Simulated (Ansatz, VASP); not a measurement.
One calculation of Ge, two programs

The input POSCAR:

```
Ge
1.0
   -4.0034553964      0.0000000000      0.0000000000
   -2.0017276982     -3.4670940762      0.0000000000
    0.0000000000      0.0000000000     12.8526505051
Ge
8
Direct
    0.0000000000      1.0000000000      0.1604973136
    0.0000000000      0.0000000000      0.3511734309
    0.0000000000      0.0000000000      0.6721680581
    0.0000000000      1.0000000000      0.8628441754
    0.3333333333      0.3333333333      0.0963131350
    0.6666666667      0.6666666667      0.4153576094
    0.6666666667      0.6666666667      0.6079838795
    0.3333333333      0.3333333333      0.9270283539
```

File INCAR.step1:

```
SYSTEM = Ge
ALGO = Normal
EDIFF = 1E-4
ENCUT = 520
GGA = PE
ISMEAR = 0
LASPH = .True.
LCHARG = .False.
LREAL = .False.
LWAVE = .True.
NBANDS = 66
NELM = 60
PREC = Accurate
SIGMA = 0.03
```

INCAR.step2

```
SYSTEM = Ge
ALGO = Normal
EDIFF = 1E-6
ENCUT = 520
ISIF = 2
ISMEAR = 0
ISTART = 1
LASPH = .True.
LCHARG = .False.
LMIXTAU = .True.
LREAL = .False.
LWAVE = .False.
METAGGA = R2SCAN
NBANDS = 66
NELM = 60
PREC = Accurate
SIGMA = 0.03
```

File KPOINTS:

```
k-points
0
Gamma
  10 10 3
  0 0 0
```

Input for Ansatz:

```yaml
crystal:
  lattice:
    - [-4.0034553964, 0.0, 0.0]
    - [-2.0017276982, -3.4670940762, 0.0]
    - [0.0, 0.0, 12.8526505051]
  atoms:
    - { symbol: Ge, position: [0.0, 1.0, 0.1604973136] }
    - { symbol: Ge, position: [0.0, 0.0, 0.3511734309] }
    - { symbol: Ge, position: [0.0, 0.0, 0.6721680581] }
    - { symbol: Ge, position: [0.0, 1.0, 0.8628441754] }
    - { symbol: Ge, position: [0.3333333333, 0.3333333333, 0.096313135] }
    - { symbol: Ge, position: [0.6666666667, 0.6666666667, 0.4153576094] }
    - { symbol: Ge, position: [0.6666666667, 0.6666666667, 0.6079838795] }
    - { symbol: Ge, position: [0.3333333333, 0.3333333333, 0.9270283539] }
basis:
  ecutwfc: 500
kpoints:
  mp_grid: { grid: [10, 10, 3] }
hamiltonian:
  xc: r2scan
scf:
  occupations: { method: gaussian, width: 0.03 }
output:
  forces: true
  stress: true
  eigenvalues: true
```

Alike in both runs: task single point; functional r2SCAN; k mesh 10 × 10 × 3; occupations gaussian, width 0.03 eV; no spin polarisation.

```csv
,VASP,Ansatz
version,VASP 6.6.1,Ansatz 0.2.0
potentials or method,"VASP PAW PBE potentials, release 64 (Ge_d), cutoff 520 eV","scalar-relativistic, plane waves, PAW"
valence electrons in the cell,112,112
```

|  | VASP | Ansatz | Ansatz less VASP |
| --- | --- | --- | --- |
| gap on the k mesh at the Fermi level (eV) | 0.07 | 0.09 | +0.019 |
| least direct gap on the mesh (eV) | 0.14 | 0.15 | +0.014 |
| pressure (GPa) | 2.8 | 2.7 | -0.08 |
| traceless stress, the component that is largest in VASP (GPa) | 5.64 | 5.63 | -0.008 |
| rms of the force components (eV/Å) | 1.067 | 1.060 | -0.0065 |

VASP's potentials were made for PBE, not for r2SCAN. Atom by atom the forces differ by 0.007 eV/Å (rms over components). With one functional, cell and mesh, what is left measures potentials, basis and numerics.
